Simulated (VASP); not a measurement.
A run of VASP 6.6.1:

INCAR

```
SYSTEM = GaCo
  PREC = Accurate
  ENCUT = 520
  EDIFF = 1E-7
  ISMEAR = -1
  SIGMA = 0.08
  LREAL = .False.
  LASPH = .True.
  NELM = 150
  ALGO = Normal
  ISIF = 2
  LWAVE = .False.
  LCHARG = .True.
  ISPIN = 2
  MAGMOM = 0 2
  LORBIT = 11
  LMAXMIX = 4
  LELF = .True.
  LVHAR = .True.
  NBANDS = 22
```

The input KPOINTS:

```
Automatic mesh
0
Gamma
  11 11 11
  0 0 0
```

Contents of POSCAR:

```
GaCo
1.0
    2.9158727642      0.0000000000      0.0000000000
    0.0000000000      2.9158727642      0.0000000000
    0.0000000000      0.0000000000      2.9158727642
Ga Co
1 1
Direct
    0.5000000000      0.5000000000      0.5000000000
    0.0000000000      0.0000000000      0.0000000000
```

Potentials or basis: VASP PAW LDA potentials, release 64 (Ga_d, Co).

Launch:

```console
$ cat potpaw_LDA.64/Ga_d/POTCAR potpaw_LDA.64/Co/POTCAR > POTCAR
$ mpirun -np 1 vasp_std > vasp.out
```

Hardware: 1 thread of Intel(R) Xeon(R) Platinum 8488C (Sapphire Rapids), on a shared host.

How long does it take, and how much memory?

It took 38 s on 1 thread of Intel(R) Xeon(R) Platinum 8488C (Sapphire Rapids), on a shared host, peak memory 0.16 GiB. Counts: scf iterations 17, k points 56.
